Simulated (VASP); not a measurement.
# HfN (F-43m) in VASP: notebook

Runs on HfN. Level: PBEsol. Tasks: single point.

Everything below comes from runs of VASP 6.6.1. Logs are shortened: lines on timing, memory, paths and dates and some standing lists are left out, and cuts for length are marked.

## (1) The cell of the first run

The structure is cubic, space group F-43m (No. 216). Conventional cell: a = 4.517 Å, b = 4.517 Å, c = 4.517 Å, α = 90.00°, β = 90.00°, γ = 90.00°. Hf (site symmetry -43m) has 4 N at 1.96 Å within 2.6 Å. N (site symmetry -43m) has 4 Hf at 1.96 Å within 2.6 Å.

## (2) Single point, PBEsol (strain -0.080 along x and y, -0.080 along z)

INCAR reads:

```
ALGO     = Normal         # electronic algorithm
EDIFF    = 1E-7           # SCF threshold, eV
ENCUT    = 520            # plane-wave cutoff, eV
GGA      = PS             # functional
ISIF     = 2              # what is computed and relaxed
ISMEAR   = 0              # smearing method
LASPH    = T              # aspherical terms in the spheres
LCHARG   = F              # write CHGCAR
LREAL    = F              # projectors in reciprocal space
LWAVE    = F              # write WAVECAR
NBANDS   = 14             # bands
NELM     = 100            # most SCF steps
PREC     = Accurate       # precision mode
SIGMA    = 0.15           # smearing width, eV
```

KPOINTS reads:

```
k-points
0
Gamma
  16 16 16
```

POSCAR reads:

```
HfN
1.0
    0.0000000000      2.2584362400      2.2584362400
    2.2584362400      0.0000000000      2.2584362400
    2.2584362400      2.2584362400      0.0000000000
Hf N
1 1
Direct
    0.0000000000      0.0000000000      0.0000000000
    0.7500000000      0.7500000000      0.7500000000
```

Potentials or basis: VASP PAW PBE potentials, release 64 (Hf_pv, N).

Run with:

```console
$ cat potpaw_PBE.64/Hf_pv/POTCAR potpaw_PBE.64/N/POTCAR > POTCAR
$ mpirun -np 1 vasp_std > vasp.out
```

OUTCAR:

```text
EDIFF = 1E-7
   ENCUT = 520
   GGA = PS
   ISIF = 2
   ISMEAR = 0
   LASPH = T
   LREAL = F
   NELM = 100
   PREC = Accurate

 ion  position               nearest neighbor table
   1  0.000  0.000  0.000-   2 1.96   2 1.96   2 1.96   2 1.96
   2  0.750  0.750  0.750-   1 1.96   1 1.96   1 1.96   1 1.96

  LATTYP: Found a face centered cubic cell.
 ALAT       =     4.5168724800

  Lattice vectors:

 A1 = (   0.0000000000,   2.2584362400,   2.2584362400)
 A2 = (   2.2584362400,   0.0000000000,   2.2584362400)
 A3 = (   2.2584362400,   2.2584362400,   0.0000000000)

Analysis of symmetry for initial positions (statically):
=====================================================================
 Subroutine PRICEL returns:
 Original cell was already a primitive cell.

 Routine SETGRP: Setting up the symmetry group for a
 face centered cubic supercell.

 Subroutine GETGRP returns: Found 24 space group operations
 (whereof 24 operations were pure point group operations)
 out of a pool of 48 trial point group operations.

The static configuration has the point symmetry T_d .

Analysis of symmetry for dynamics (positions and initial velocities):
=====================================================================
 Subroutine PRICEL returns:
 Original cell was already a primitive cell.

 Routine SETGRP: Setting up the symmetry group for a
 face centered cubic supercell.

 Subroutine GETGRP returns: Found 24 space group operations
 (whereof 24 operations were pure point group operations)
 out of a pool of 48 trial point group operations.

The dynamic configuration has the point symmetry T_d .

 Subroutine INISYM returns: Found 24 space group operations
 (whereof 24 operations are pure point group operations),
 and found     1 'primitive' translations

----------------------------------------------------------------------------------------

                                     Primitive cell

  volume of cell :      23.0385

  direct lattice vectors                    reciprocal lattice vectors
     0.000000000  2.258436240  2.258436240    -0.221392126  0.221392126  0.221392126
     2.258436240  0.000000000  2.258436240     0.221392126 -0.221392126  0.221392126
     2.258436240  2.258436240  0.000000000     0.221392126  0.221392126 -0.221392126

  length of vectors
     3.193911160  3.193911160  3.193911160     0.383462410  0.383462410  0.383462410

  position of ions in fractional coordinates (direct lattice)
     0.000000000  0.000000000  0.000000000
     0.750000000  0.750000000  0.750000000

  ion indices of the primitive-cell ions
   primitive index   ion index
                 1           1
                 2           2

----------------------------------------------------------------------------------------

 KPOINTS: k-points

Automatic generation of k-mesh.
 Grid dimensions read from file:
 generate k-points for:   16   16   16

 Generating k-lattice:

  Cartesian coordinates                     Fractional coordinates (reciprocal lattice)
    -0.013837008  0.013837008  0.013837008     0.062500000  0.000000000  0.000000000
     0.013837008 -0.013837008  0.013837008     0.000000000  0.062500000  0.000000000
     0.013837008  0.013837008 -0.013837008     0.000000000  0.000000000  0.062500000

  Length of vectors
     0.023966401  0.023966401  0.023966401

  Shift w.r.t. Gamma in fractional coordinates (k-lattice)
     0.000000000  0.000000000  0.000000000

 Subroutine IBZKPT returns following result:
 ===========================================

 Found    145 irreducible k-points:

 Following reciprocal coordinates:
            Coordinates               Weight
  0.000000  0.000000  0.000000      1.000000
  0.062500  0.000000  0.000000      8.000000
  0.125000  0.000000  0.000000      8.000000
  0.187500  0.000000  0.000000      8.000000
  0.250000  0.000000  0.000000      8.000000
  0.312500  0.000000  0.000000      8.000000
[... 16 lines left out ...]
 -0.125000  0.062500  0.000000     24.000000
 -0.062500  0.062500  0.000000     12.000000
 [... further k-points ...]
   k-points           NKPTS =    145   k-points in BZ     NKDIM =    145   number of bands    NBANDS=     14
   number of dos      NEDOS =    301   number of ions     NIONS =      2
   total plane-waves  NPLWV =  13824
   dimension x,y,z NGX =    24 NGY =   24 NGZ =   24
   dimension x,y,z NGXF=    48 NGYF=   48 NGZF=   48
   ions per type =               1   1
   NGX,Y,Z   is equivalent  to a cutoff of  12.49, 12.49, 12.49 a.u.
   NGXF,Y,Z  is equivalent  to a cutoff of  24.98, 24.98, 24.98 a.u.
 SYSTEM =  unknown system
   PREC   = accura    normal or accurate (medium, high low for compatibility)
   ISTART =      0    job   : 0-new  1-cont  2-samecut
   ICHARG =      2    charge: 1-file 2-atom 10-const
   ISPIN  =      1    spin polarized calculation?
   LNONCOLLINEAR =      F non collinear calculations
   LSORBIT =      F    spin-orbit coupling
   LASPH  =      T    aspherical Exc in radial PAW
   ENCUT  =  520.0 eV  38.22 Ry    6.18 a.u.   5.94  5.94  5.94*2*pi/ulx,y,z
   NELM   =    100;   NELMIN=  2; NELMDL= -5     # of ELM steps
   EDIFF  = 0.1E-06   stopping-criterion for ELM
   LREAL  =      F    real-space projection
   EDIFFG = 0.1E-05   stopping-criterion for IOM
   NSW    =      0    number of steps for IOM
   IBRION =     -1    ionic relax: 0-MD 1-quasi-New 2-CG
   NFREE  =      0    steps in history (QN), initial steepest desc. (CG)
   ISIF   =      2    stress and relaxation
   ISYM   =      2    0-nonsym 1-usesym 2-fastsym
   POTIM  = 0.5000    time-step for ionic-motion
   TEBEG  =    0.0;   TEEND  =   0.0 temperature during run
   PSTRESS=    0.0 pullay stress
   NELECT =      15.0000    total number of electrons
   NUPDOWN=      -1.0000    fix difference up-down
   EMIN   =  10.00;   EMAX   =-10.00  energy-range for DOS
   EFERMI =   0.00;   METHOD = LEGACY
   ISMEAR =     0;   SIGMA  =   0.15  broadening in eV -4-tet -1-fermi 0-gaus
   EFERMI_NEDOS =   21; number of points for ismear=-14 and -15
   IALGO  =     38    algorithm
   IMIX   =      4    mixing-type and parameters
     AMIX     =   0.40;   BMIX     =  1.00
     AMIX_MAG =   1.60;   BMIX_MAG =  1.00
  volume/ion in A,a.u.               =      11.52        77.74
  Fermi-wavevector in a.u.,A,eV,Ry     =   1.418908  2.681346 27.392589  2.013298
  Thomas-Fermi vector in A             =   2.539984
   LORBIT       =      0    0 simple, 1 ext, 2 COOP (PROOUT), +10 PAW based schemes
   GGA     = PS    functional components
   LHFCALC =     F    Hartree Fock is set to
   AEXX    =    0.0000 exact exchange contribution
   IVDW    =     0    specifies the selected vdW correction
   LEPSILON=     F    determine dielectric tensor
   LRPA    =     F    only Hartree local field effects (RPA)
 non-spin polarized calculation
 Gauss-broadening in eV      SIGMA  =   0.15
  energy-cutoff  :      520.00
  volume of cell :       23.04
 maximum number of plane-waves:       636
   NGX = 11   NGY = 11   NGZ = 11

 number of electron      15.0000001 magnetization

 Free energy of the ion-electron system (eV)
  ---------------------------------------------------
  ext. energy  EPLUGINS =         0.00000000
  ---------------------------------------------------
  free energy    TOTEN  =       -21.21204725 eV

  energy without entropy =      -21.20694397  energy(sigma->0) =      -21.20949561

 E-fermi :   7.6623     XC(G=0): -12.6405

 val. band max:        7.6452846802   @ k =   0.5000   0.2500   0.0625
 cond. band min:       7.6717117838   @ k =   0.2500   0.1875   0.0000
 fundamental gap:      0.0264271036
 Fermi energy:         7.6623420257

 k-point     1 :       0.0000    0.0000    0.0000
  band No.  band energies     occupation
      1     -22.5231      2.00000
      2     -22.5231      2.00000
      3     -22.5231      2.00000
      4      -9.6925      2.00000
      5       0.9462      2.00000
      6       0.9462      2.00000
      7       0.9462      2.00000
      8       7.5960      1.46855
      9      10.4648      0.00000
     10      10.4648      0.00000
     11      15.8940      0.00000
     12      15.8940      0.00000
     13      15.8940      0.00000
     14      21.1510      0.00000

 k-point     2 :       0.0625    0.0000    0.0000
  band No.  band energies     occupation
      1     -22.5772      2.00000
      2     -22.5294      2.00000
      3     -22.5294      2.00000
      4      -9.6051      2.00000
      5       0.8659      2.00000
      6       0.9896      2.00000
      7       0.9896      2.00000
      8       7.8340      0.10562
      9      10.3525      0.00000
     10      10.3525      0.00000
     11      15.7469      0.00000
     12      16.0976      0.00000
     13      16.0976      0.00000
     14      21.1487      0.00000

 k-point     3 :       0.1250    0.0000    0.0000
  band No.  band energies     occupation
      1     -22.7273      2.00000
      2     -22.5471      2.00000
      3     -22.5471      2.00000
      4      -9.3644      2.00000
      5       0.6919      2.00000
      6       1.1097      2.00000
      7       1.1097      2.00000
      8       8.4555      0.00000
      9      10.1064      0.00000
     10      10.1064      0.00000
     11      15.4080      0.00000
     12      16.5696      0.00000
     13      16.5696      0.00000
     14      21.1078      0.00000
[... 324 lines left out ...]
 k-point    23 :      -0.1250    0.0625    0.0000
  band No.  band energies     occupation
      1     -22.8171      2.00000
      2     -22.5906      2.00000
      3     -22.5471      2.00000
      4      -9.1931      2.00000
      5       0.5639      2.00000
      6       1.1584      2.00000
      7       1.2743      2.00000
      8       8.8658      0.00000
      9       9.6423      0.00000
     10      10.2913      0.00000
     11      15.4276      0.00000
     12      16.4181      0.00000
     13      17.0683      0.00000
     14      20.7480      0.00000

 k-point    24 :      -0.0625    0.0625    0.0000
  band No.  band energies     occupation
      1     -22.6537      2.00000
      2     -22.5562      2.00000
      3     -22.5321      2.00000
      4      -9.4665      2.00000
      5       0.7318      2.00000
      6       1.0357      2.00000
      7       1.1075      2.00000
      8       8.1977      0.00000
      9      10.0014      0.00000
     10      10.3924      0.00000
     11      15.7132      0.00000
     12      16.0688      0.00000
     13      16.5383      0.00000
     14      21.1420      0.00000

 [... further k-points ...]

------------------------ aborting loop because EDIFF is reached ----------------------------------------

  FORCE on cell =-STRESS in cart. coord.  units (eV):
  Direction    XX          YY          ZZ          XY          YZ          ZX
  --------------------------------------------------------------------------------------
  -------------------------------------------------------------------------------------
  Total       10.3272587     10.3272587     10.3272587      0.0000000      0.0000000      0.0000000
  in kB      718.1946086    718.1946086    718.1946086      0.0000000      0.0000000      0.0000000
  external PRESSURE =     718.1946086 kB  Pullay stress =       0.0000000 kB

 VOLUME and BASIS-vectors are now :
 -----------------------------------------------------------------------------
  energy-cutoff  :      520.00
  volume of cell :       23.04
      direct lattice vectors                 reciprocal lattice vectors
     0.000000000  2.258436240  2.258436240    -0.221392126  0.221392126  0.221392126
     2.258436240  0.000000000  2.258436240     0.221392126 -0.221392126  0.221392126
     2.258436240  2.258436240  0.000000000     0.221392126  0.221392126 -0.221392126

 POSITION                                       TOTAL-FORCE (eV/Angst)
 -----------------------------------------------------------------------------------
      0.00000      0.00000      0.00000         0.000000     -0.000000     -0.000000
      3.38765      3.38765      3.38765        -0.000000      0.000000      0.000000
 -----------------------------------------------------------------------------------
    total drift:                                0.000000      0.000000      0.000000

  FREE ENERGIE OF THE ION-ELECTRON SYSTEM (eV)
  ---------------------------------------------------
  free  energy   TOTEN  =       -21.2120472513 eV

  energy  without entropy=      -21.2069439709  energy(sigma->0) =      -21.20949561
```

Run time: 12 s. Hardware: 1 thread of Intel Xeon 6975P-C (Granite Rapids), shared host; peak memory 0.17 GiB.

Results:

- Free energy: -21.2120 eV
- Pressure: 71.8 GPa

Levels at points of the mesh, in eV from the Fermi level:
```tsv
k point	band 3	band 4	band 5	band 6	band 7	band 8	band 9	band 10	band 11	band 12
(0.00, 0.00, 0.00)	-30.19	-17.35	-6.72	-6.72	-6.72	-0.07	2.80	2.80	8.23	8.23
(0.50, 0.00, 0.00)	-30.35	-15.64	-6.01	-5.88	-5.88	2.05	3.56	3.56	5.13	6.90
(0.50, 0.50, 0.00)	-30.60	-14.99	-8.43	-3.73	-3.73	-1.14	2.97	5.44	6.20	6.20
```

Caveat: the cell differs from its parent crystal (strain -0.080 along x and y, -0.080 along z); the PAW data sets were made with another functional, which shifts forces and pressure a little; spin-orbit coupling is left out, which moves the levels of the heavy elements.

(Continued in part 2 of 2.)
